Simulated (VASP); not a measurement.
Pd: single point with PBE

The system is Pd.

```
Pd
1.0
     2.77601    0.00000    0.00000
    -1.38801    2.40410    0.00000
     0.00000    0.00000    4.62580
Pd
2
Direct
  0.33333 0.66667 0.25000
  0.66667 0.33333 0.75000
```

```json
{
  "Program": "VASP 6.6.1",
  "Task": "single point",
  "Functional": "PBE",
  "Potentials or basis": "VASP PAW PBE potentials, release 64 (Pd)",
  "Cutoff": "520 eV",
  "k mesh": "7 × 7 × 4",
  "Occupations": "fermi-dirac, width 0.1 eV",
  "Spin": "no spin polarisation",
  "Dipole correction": "no",
  "Further INCAR settings": "ALGO = Normal; EDIFF = 1e-06; NBANDS = 17"
}
```

```json
{
 "Pressure": "-0.1 GPa",
 "Band gap on the k mesh": "zero (band 10 reaches 9.13 eV, above the bottom of band 11 at 8.40 eV)"
}
```

Stress tensor (GPa, compression positive):
```
-0.09  0.00  0.00
 0.00 -0.09  0.00
 0.00  0.00 -0.23
```

Levels at points of the mesh, in eV from the Fermi level:
```tsv
k point	band 7	band 8	band 9	band 10	band 11	band 12	band 13	band 14
(0.00, 0.00, 0.00)	-2.25	-1.59	-1.59	-0.26	-0.26	0.90	6.63	17.04
(0.00, 0.00, 0.50)	-2.62	-2.62	-0.69	-0.69	-0.69	-0.69	13.68	13.68
```

Wall time 18 s on 1 thread of Intel Xeon 8259CL, on a shared host, peak memory 0.15 GiB.

Caveat: the k points lie up to 0.37 Å⁻¹ apart.
